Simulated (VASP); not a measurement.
# KBr (Fm-3m) in VASP: a series of runs, part 2 of 2

VASP 6.6.1. Earlier steps stand in the parts before.

## Step 3: Single point, PBE-based screened hybrid with 20 % exact exchange

File POSCAR:

```
KBr
1.0
    0.0000000000      3.3000000000      3.3000000000
    3.3000000000      0.0000000000      3.3000000000
    3.3000000000      3.3000000000      0.0000000000
Br K
1 1
Direct
    0.5000000000      0.5000000000      0.5000000000
    0.0000000000      0.0000000000      0.0000000000
```

File INCAR.step1:

```
PREC     = Accurate       # precision mode
ENCUT    = 520            # plane-wave cutoff, eV
EDIFF    = 1E-5           # SCF threshold, eV
ISMEAR   = -1             # smearing method
SIGMA    = 0.05           # smearing width, eV
LREAL    = False          # projectors in reciprocal space
LASPH    = True           # aspherical terms in the spheres
NELM     = 60             # most SCF steps
ALGO     = Normal         # electronic algorithm
ISIF     = 2              # what is computed and relaxed
LWAVE    = True           # write WAVECAR
GGA      = PE             # functional
NBANDS   = 15             # bands
```

File INCAR.step2:

```
PREC     = Accurate       # precision mode
ENCUT    = 520            # plane-wave cutoff, eV
EDIFF    = 1E-6           # SCF threshold, eV
ISMEAR   = -1             # smearing method
SIGMA    = 0.05           # smearing width, eV
LREAL    = False          # projectors in reciprocal space
LASPH    = True           # aspherical terms in the spheres
NELM     = 60             # most SCF steps
ALGO     = Normal         # electronic algorithm
ISIF     = 2              # what is computed and relaxed
LWAVE    = False          # write WAVECAR
LCHARG   = True           # write CHGCAR
GGA      = PE             # functional
LHFCALC  = True           # exact exchange
AEXX     = 0.2            # exact-exchange fraction
HFSCREEN = 0.2            # screening, 1/A
PRECFOCK = Normal       
LELF     = True           # ELF
LVHAR    = True         
ISTART   = 1            
NBANDS   = 15             # bands
```

File KPOINTS:

```
regular mesh
0
Gamma
  4 4 4
```

Potentials or basis: VASP PAW PBE potentials, release 64 (Br, K_sv).

Command:

```sh
$ cat potpaw_PBE.64/Br/POTCAR potpaw_PBE.64/K_sv/POTCAR > POTCAR
$ cp INCAR.step1 INCAR
$ mpirun -np 1 vasp_std > vasp.out
$ cp INCAR.step2 INCAR
$ mpirun -np 1 vasp_std > vasp.out
```

OUTCAR:

```text
PREC = Accurate
   ENCUT = 520
   EDIFF = 1E-6
   ISMEAR = -1
   LREAL = False
   LASPH = True
   NELM = 60
   ISIF = 2
   GGA = PE
   LHFCALC = True
   AEXX = 0.2
   HFSCREEN = 0.2
   PRECFOCK = Normal
   ISTART = 1

 ion  position               nearest neighbor table
   1  0.500  0.500  0.500-   2 3.30   2 3.30   2 3.30   2 3.30   2 3.30   2 3.30
   2  0.000  0.000  0.000-   1 3.30   1 3.30   1 3.30   1 3.30   1 3.30   1 3.30

  LATTYP: Found a face centered cubic cell.
 ALAT       =     6.6000000000

  Lattice vectors:

 A1 = (   0.0000000000,   3.3000000000,   3.3000000000)
 A2 = (   3.3000000000,   0.0000000000,   3.3000000000)
 A3 = (   3.3000000000,   3.3000000000,   0.0000000000)

Analysis of symmetry for initial positions (statically):
=====================================================================
 Subroutine PRICEL returns:
 Original cell was already a primitive cell.

 Routine SETGRP: Setting up the symmetry group for a
 face centered cubic supercell.

 Subroutine GETGRP returns: Found 48 space group operations
 (whereof 48 operations were pure point group operations)
 out of a pool of 48 trial point group operations.

The static configuration has the point symmetry O_h .

Analysis of symmetry for dynamics (positions and initial velocities):
=====================================================================
 Subroutine PRICEL returns:
 Original cell was already a primitive cell.

 Routine SETGRP: Setting up the symmetry group for a
 face centered cubic supercell.

 Subroutine GETGRP returns: Found 48 space group operations
 (whereof 48 operations were pure point group operations)
 out of a pool of 48 trial point group operations.

The dynamic configuration has the point symmetry O_h .

 Subroutine INISYM returns: Found 48 space group operations
 (whereof 48 operations are pure point group operations),
 and found     1 'primitive' translations

----------------------------------------------------------------------------------------

                                     Primitive cell

  volume of cell :      71.8740

  direct lattice vectors                    reciprocal lattice vectors
     0.000000000  3.300000000  3.300000000    -0.151515152  0.151515152  0.151515152
     3.300000000  0.000000000  3.300000000     0.151515152 -0.151515152  0.151515152
     3.300000000  3.300000000  0.000000000     0.151515152  0.151515152 -0.151515152

  length of vectors
     4.666904756  4.666904756  4.666904756     0.262431941  0.262431941  0.262431941

  position of ions in fractional coordinates (direct lattice)
     0.500000000  0.500000000  0.500000000
     0.000000000  0.000000000  0.000000000

  ion indices of the primitive-cell ions
   primitive index   ion index
                 1           1
                 2           2

----------------------------------------------------------------------------------------

[... 36 lines left out ...]
   total plane-waves  NPLWV =  46656
   dimension x,y,z NGX =    36 NGY =   36 NGZ =   36
   dimension x,y,z NGXF=    72 NGYF=   72 NGZF=   72
   ions per type =               1   1
   NGX,Y,Z   is equivalent  to a cutoff of  12.82, 12.82, 12.82 a.u.
   NGXF,Y,Z  is equivalent  to a cutoff of  25.65, 25.65, 25.65 a.u.
 SYSTEM =  unknown system
   PREC   = accura    normal or accurate (medium, high low for compatibility)
   ISTART =      1    job   : 0-new  1-cont  2-samecut
   ICHARG =      0    charge: 1-file 2-atom 10-const
   ISPIN  =      1    spin polarized calculation?
   LNONCOLLINEAR =      F non collinear calculations
   LSORBIT =      F    spin-orbit coupling
   LASPH  =      T    aspherical Exc in radial PAW
   ENCUT  =  520.0 eV  38.22 Ry    6.18 a.u.   8.68  8.68  8.68*2*pi/ulx,y,z
   NELM   =     60;   NELMIN=  2; NELMDL=  0     # of ELM steps
   EDIFF  = 0.1E-05   stopping-criterion for ELM
   LREAL  =      F    real-space projection
   EDIFFG = 0.1E-04   stopping-criterion for IOM
   NSW    =      0    number of steps for IOM
   IBRION =     -1    ionic relax: 0-MD 1-quasi-New 2-CG
   NFREE  =      0    steps in history (QN), initial steepest desc. (CG)
   ISIF   =      2    stress and relaxation
   ISYM   =      3    0-nonsym 1-usesym 2-fastsym
   POTIM  = 0.5000    time-step for ionic-motion
   TEBEG  =    0.0;   TEEND  =   0.0 temperature during run
   PSTRESS=    0.0 pullay stress
   NELECT =      16.0000    total number of electrons
   NUPDOWN=      -1.0000    fix difference up-down
   EMIN   =  10.00;   EMAX   =-10.00  energy-range for DOS
   EFERMI =   0.00;   METHOD = LEGACY
   ISMEAR =    -1;   SIGMA  =   0.05  broadening in eV -4-tet -1-fermi 0-gaus
   EFERMI_NEDOS =   21; number of points for ismear=-14 and -15
   IALGO  =     38    algorithm
   IMIX   =      1    mixing-type and parameters
     AMIX     =   0.40;   BMIX     =  1.00
     AMIX_MAG =   1.60;   BMIX_MAG =  1.00
  volume/ion in A,a.u.               =      35.94       242.51
  Fermi-wavevector in a.u.,A,eV,Ry     =   0.992181  1.874950 13.393889  0.984423
  Thomas-Fermi vector in A             =   2.123975
   LORBIT       =      0    0 simple, 1 ext, 2 COOP (PROOUT), +10 PAW based schemes
   GGA     = PE    functional components
   LHFCALC =     T    Hartree Fock is set to
   PRECFOCK=normal    Normal, Fast or Accurate (Low or Medium for compatibility)
   ENCUT4O =  -1.0   cutoff for four orbital integrals eV
   NKREDX  =     1    reduce k-point grid by
   NKREDY  =     1    reduce k-point grid by
   NKREDZ  =     1    reduce k-point grid by
   AEXX    =    0.2000 exact exchange contribution
   HFSCREEN=    0.2000 screening length (either q_TF or 0.3 A-1)
   HFSCREENC=   0.2000 screening length for correlation (either q_TF or 0.3 A-1)
   ENCUTFOCK=  -1.0 apply spherical cutoff to Coloumb kernel
   IVDW    =     0    specifies the selected vdW correction
   LEPSILON=     F    determine dielectric tensor
   LRPA    =     F    only Hartree local field effects (RPA)
 non-spin polarized calculation
  energy-cutoff  :      520.00
  volume of cell :       71.87
 maximum number of plane-waves:      1964
 NGX is ok and might be reduce to    36
  NGX = 28; NGY = 28; NGZ = 28

 number of electron      15.9999997 magnetization

 Free energy of the ion-electron system (eV)
  ---------------------------------------------------
  ext. energy  EPLUGINS =         0.00000000
  ---------------------------------------------------
  free energy    TOTEN  =        -6.98717811 eV

  energy without entropy =       -6.98717811  energy(sigma->0) =       -6.98717811

 E-fermi :  -1.2882     XC(G=0):  -6.4103

 val. band max:       -2.4466812045   @ k =   0.0000   0.0000   0.0000
 cond. band min:       2.9334077785   @ k =   0.0000   0.0000   0.0000
 fundamental gap:      5.3800889831
 Fermi energy:        -1.2881859299

 k-point     1 :       0.0000    0.0000    0.0000
  band No.  band energies     occupation
      1     -31.9815      2.00000
      2     -15.5682      2.00000
      3     -14.3752      2.00000
      4     -14.3752      2.00000
      5     -14.3752      2.00000
      6      -2.4467      2.00000
      7      -2.4467      2.00000
      8      -2.4467      2.00000
      9       2.9334      0.00000
     10       6.2681      0.00000
     11       6.2681      0.00000
     12       6.2681      0.00000
     13       7.1939      0.00000
     14       7.1939      0.00000
[... 113 lines left out ...]
      2     -15.5548      2.00000
      3     -14.4399      2.00000
      4     -14.4399      2.00000
      5     -14.2760      2.00000
      6      -3.0638      2.00000
      7      -3.0638      2.00000
      8      -3.0027      2.00000
      9       5.9715      0.00000
     10       5.9715      0.00000
     11       6.9015      0.00000
     12       7.7910      0.00000
     13       9.4468      0.00000
     14       9.8027      0.00000
     15      10.0174      0.00000

------------------------ aborting loop because EDIFF is reached ----------------------------------------

  FORCE on cell =-STRESS in cart. coord.  units (eV):
  Direction    XX          YY          ZZ          XY          YZ          ZX
  --------------------------------------------------------------------------------------
  -------------------------------------------------------------------------------------
  Total        0.2425057      0.2425057      0.2425057     -0.0000000      0.0000000     -0.0000000
  in kB        5.4058097      5.4058097      5.4058097     -0.0000000      0.0000000     -0.0000000
  external PRESSURE =       5.4058097 kB  Pullay stress =       0.0000000 kB

 VOLUME and BASIS-vectors are now :
 -----------------------------------------------------------------------------
  energy-cutoff  :      520.00
  volume of cell :       71.87
      direct lattice vectors                 reciprocal lattice vectors
     0.000000000  3.300000000  3.300000000    -0.151515152  0.151515152  0.151515152
     3.300000000  0.000000000  3.300000000     0.151515152 -0.151515152  0.151515152
     3.300000000  3.300000000  0.000000000     0.151515152  0.151515152 -0.151515152

 POSITION                                       TOTAL-FORCE (eV/Angst)
 -----------------------------------------------------------------------------------
      3.30000      3.30000      3.30000         0.000000     -0.000000     -0.000000
      0.00000      0.00000      0.00000        -0.000000      0.000000      0.000000
 -----------------------------------------------------------------------------------
    total drift:                                0.000000      0.000000      0.000000

  FREE ENERGIE OF THE ION-ELECTRON SYSTEM (eV)
  ---------------------------------------------------
  free  energy   TOTEN  =        -6.9871781127 eV

  energy  without entropy=       -6.9871781127  energy(sigma->0) =       -6.98717811
```

Wall time 12 min (1 thread of Intel Xeon 8259CL, shared host); peak memory 0.32 GiB.

What came out:

| Quantity | Value |
| --- | --- |
| Free energy | -6.9872 eV |
| Pressure | 0.5 GPa |
| Band gap on the k mesh | 5.38 eV |

Levels at points of the mesh, in eV from the valence-band top:
| k point | band 4 | band 5 | band 6 | band 7 | band 8 | band 9 | band 10 | band 11 | band 12 | band 13 |
| --- | --- | --- | --- | --- | --- | --- | --- | --- | --- | --- |
| (0.00, 0.00, 0.00) | -11.93 | -11.93 | 0.00 | 0.00 | 0.00 | 5.38 | 8.71 | 8.71 | 8.71 | 9.64 |
| (0.50, 0.00, 0.00) | -11.93 | -11.67 | -1.22 | -0.34 | -0.34 | 7.53 | 9.34 | 11.08 | 11.08 | 11.14 |
| (0.50, 0.50, 0.00) | -11.97 | -11.97 | -0.86 | -0.30 | -0.30 | 6.84 | 8.25 | 10.54 | 10.68 | 11.00 |

Caveat: the PAW data sets were made with another functional, which shifts forces and pressure a little.

## Step 4: Single point, PBE-based screened hybrid with 30 % exact exchange

POSCAR is that of step 3.

File INCAR.step1:

```
PREC = Accurate
ENCUT = 520
EDIFF = 1E-5
ISMEAR = -1
SIGMA = 0.05
LREAL = F
LASPH = T
NELM = 60
ALGO = Normal
ISIF = 2
LWAVE = T
GGA = PE
NBANDS = 15
```

File INCAR.step2:

```
PREC = Accurate
ENCUT = 520
EDIFF = 1E-7
ISMEAR = -1
SIGMA = 0.05
LREAL = F
LASPH = T
NELM = 60
ALGO = Normal
ISIF = 2
LWAVE = F
LCHARG = T
GGA = PE
LHFCALC = T
AEXX = 0.3
HFSCREEN = 0.2
PRECFOCK = Normal
LELF = T
LVHAR = T
ISTART = 1
NBANDS = 15
```

KPOINTS is that of step 3.

Command:

```sh
$ cat potpaw_PBE.64/Br/POTCAR potpaw_PBE.64/K_sv/POTCAR > POTCAR
$ cp INCAR.step1 INCAR
$ mpirun -np 1 vasp_std > vasp.out
$ cp INCAR.step2 INCAR
$ mpirun -np 1 vasp_std > vasp.out
```

It took 15 min on 1 thread of Intel Xeon 8259CL, shared host; peak memory 0.32 GiB.

Results (log left out):

```yaml
Free_energy: -7.3844 eV
Pressure: 0.4 GPa
Band_gap_on_the_k_mesh: 5.86 eV
```

Levels at points of the mesh, in eV from the valence-band top:
```csv
k point,band 5,band 6,band 7,band 8,band 9,band 10,band 11,band 12
"(0.00, 0.00, 0.00)",-12.26,0.00,0.00,0.00,5.86,9.27,9.27,9.27
"(0.50, 0.00, 0.00)",-11.99,-1.24,-0.35,-0.35,8.01,9.89,11.67,11.67
"(0.50, 0.50, 0.00)",-12.29,-0.88,-0.31,-0.31,7.34,8.78,11.06,11.33
```

Caveat: the PAW data sets were made with another functional, which shifts forces and pressure a little.

## Step 5: Single point, PBE-based screened hybrid with 40 % exact exchange

POSCAR is that of step 4.

File INCAR.step1:

```
SYSTEM = KBr
  PREC = Accurate
  ENCUT = 520
  EDIFF = 1E-5
  ISMEAR = -1
  SIGMA = 0.05
  LREAL = .FALSE.
  LASPH = .TRUE.
  NELM = 80
  ALGO = Normal
  ISIF = 2
  LWAVE = .TRUE.
  GGA = PE
  NBANDS = 15
```

File INCAR.step2:

```
SYSTEM = KBr
  PREC = Accurate
  ENCUT = 520
  EDIFF = 1E-6
  ISMEAR = -1
  SIGMA = 0.05
  LREAL = .FALSE.
  LASPH = .TRUE.
  NELM = 80
  ALGO = Normal
  ISIF = 2
  LWAVE = .FALSE.
  LCHARG = .TRUE.
  GGA = PE
  LHFCALC = .TRUE.
  AEXX = 0.4
  HFSCREEN = 0.2
  PRECFOCK = Normal
  LELF = .TRUE.
  LVHAR = .TRUE.
  ISTART = 1
  NBANDS = 15
```

File KPOINTS:

```
regular mesh
0
G
  4 4 4
  0 0 0
```

Command:

```sh
$ cat potpaw_PBE.64/Br/POTCAR potpaw_PBE.64/K_sv/POTCAR > POTCAR
$ cp INCAR.step1 INCAR
$ mpirun -np 1 vasp_std > vasp.out
$ cp INCAR.step2 INCAR
$ mpirun -np 1 vasp_std > vasp.out
```

Wall time 16 min (1 thread of Intel Xeon 8259CL, shared host); peak memory 0.32 GiB.

Results (log left out):

| Property | Result |
| --- | --- |
| Free energy | -7.7884 eV |
| Pressure | 0.3 GPa |
| Band gap on the k mesh | 6.35 eV |

Levels at points of the mesh, in eV from the valence-band top:
```tsv
k point	band 4	band 5	band 6	band 7	band 8	band 9	band 10	band 11	band 12	band 13
(0.00, 0.00, 0.00)	-12.58	-12.58	0.00	0.00	0.00	6.35	9.83	9.83	9.83	10.86
(0.50, 0.00, 0.00)	-12.58	-12.31	-1.26	-0.35	-0.35	8.49	10.44	12.21	12.21	12.40
(0.50, 0.50, 0.00)	-12.61	-12.61	-0.90	-0.32	-0.32	7.83	9.32	11.59	11.99	12.34
```

Caveat: the PAW data sets were made with another functional, which shifts forces and pressure a little.

## Step 6: Relaxation of cell and atoms, B3LYP

POSCAR is that of step 5.

File INCAR.step1:

```
PREC = Accurate ; ENCUT = 600
EDIFF = 1E-5 ; ISMEAR = -1
SIGMA = 0.05 ; LREAL = False
LASPH = True ; NELM = 100
ALGO = Normal ; LWAVE = True
LCHARG = False ; GGA = PE
NBANDS = 15
```

File INCAR.step2:

```
PREC = Accurate ; ENCUT = 600
EDIFF = 1E-6 ; ISMEAR = -1
SIGMA = 0.05 ; LREAL = False
LASPH = True ; NELM = 100
ALGO = Normal ; ISIF = 3
LWAVE = False ; LCHARG = False
GGA = B3 ; LHFCALC = True
AEXX = 0.2 ; AGGAX = 0.72
AGGAC = 0.81 ; ALDAC = 0.19
PRECFOCK = Normal ; IBRION = 2
NSW = 60 ; EDIFFG = -0.01
ISTART = 1
```

File KPOINTS:

```
Automatic mesh
0
Gamma
  4 4 4
```

Potentials or basis: VASP PAW PBE potentials, release 64 (Br, K_sv).

Command:

```sh
$ cat potpaw_PBE.64/Br/POTCAR potpaw_PBE.64/K_sv/POTCAR > POTCAR
$ cp INCAR.step1 INCAR
$ mpirun -np 1 vasp_std > vasp.out
$ cp INCAR.step2 INCAR
$ mpirun -np 1 vasp_std > vasp.out
```

Run time: 40 min. Hardware: 1 thread of Intel Xeon 8259CL, shared host; peak memory 0.27 GiB.

The run converged. Its results:

```
Free energy                           : -7.1045 eV
Relaxed volume                        : 38.30 Å³/atom
Relaxed cell                          : a = 4.767 Å, b = 4.767 Å, c = 4.767 Å, α = 60.00°, β = 60.00°, γ = 60.00°
Space group after relaxing (to 0.1 Å) : Fm-3m (No. 225)
Energy gained by relaxing             : 7.3 meV/atom
Ionic steps                           : 3
Pressure after relaxing               : 0.0 GPa
Band gap on the k mesh                : 5.74 eV
```

The path:
```tsv
step	energy change (eV)	largest force (eV/Å)	pressure (GPa)	volume (Å³)
1	0.0000	0.0000	1.02	71.87
2	-0.0112	0.0000	0.47	74.29
3	-0.0147	0.0000	0.02	76.60
```

Final structure:
```cif
data_structure
_symmetry_space_group_name_H-M 'P 1'
_symmetry_Int_Tables_number 1
_cell_length_a 4.7670
_cell_length_b 4.7670
_cell_length_c 4.7670
_cell_angle_alpha 60.000
_cell_angle_beta 60.000
_cell_angle_gamma 60.000
_cell_volume 76.60
loop_
_atom_site_label
_atom_site_type_symbol
_atom_site_fract_x
_atom_site_fract_y
_atom_site_fract_z
_atom_site_occupancy
Br1 Br 0.50000 0.50000 0.50000 1
K1 K 0.00000 0.00000 0.00000 1
```

Levels at points of the mesh, in eV from the valence-band top:
```tsv
k point	band 4	band 5	band 6	band 7	band 8	band 9	band 10	band 11	band 12
(0.00, 0.00, 0.00)	-12.17	-12.17	0.00	0.00	0.00	5.74	9.19	9.19	9.19
(0.50, 0.00, 0.00)	-12.17	-11.93	-1.12	-0.30	-0.30	7.99	9.65	11.36	11.36
(0.50, 0.50, 0.00)	-12.20	-12.20	-0.80	-0.28	-0.28	7.47	8.49	10.83	11.04
```

Caveat: the PAW data sets were made with another functional, which shifts forces and pressure a little.

## Step 7: Overview

| task | level | cell | cutoff (eV) | share of exact exchange | screening parameter | gap on the mesh (eV) | pressure (GPa) |
| --- | --- | --- | --- | --- | --- | --- | --- |
| single point | PBE-based screened hybrid with 15 % exact exchange | as given | 520 | 0.15 | 0.2 1/Å | 5.14 | 0.6 |
| single point | PBE-based screened hybrid with 20 % exact exchange | as given | 520 | 0.2 | 0.2 1/Å | 5.38 | 0.5 |
| single point | PBE-based screened hybrid with 30 % exact exchange | as given | 520 | 0.3 | 0.2 1/Å | 5.86 | 0.4 |
| single point | PBE-based screened hybrid with 40 % exact exchange | as given | 520 | 0.4 | 0.2 1/Å | 6.35 | 0.3 |
| relaxation of cell and atoms | B3LYP | relaxed | 600 | 0.2 | - | 5.74 | 0.0 |

Alike in all rows: potentials or basis VASP PAW PBE potentials, release 64 (Br, K_sv); no spin polarisation; k mesh 4 × 4 × 4; smearing fermi-dirac 0.05 eV.

On the cell as given the gap runs from 5.14 eV (PBE-based screened hybrid with 15 % exact exchange) to 6.35 eV (PBE-based screened hybrid with 40 % exact exchange).

Caveats: the PAW data sets were made with another functional, which shifts forces and pressure a little.

Total energies depend on the potentials used, so only differences within one code and one set of settings carry meaning.
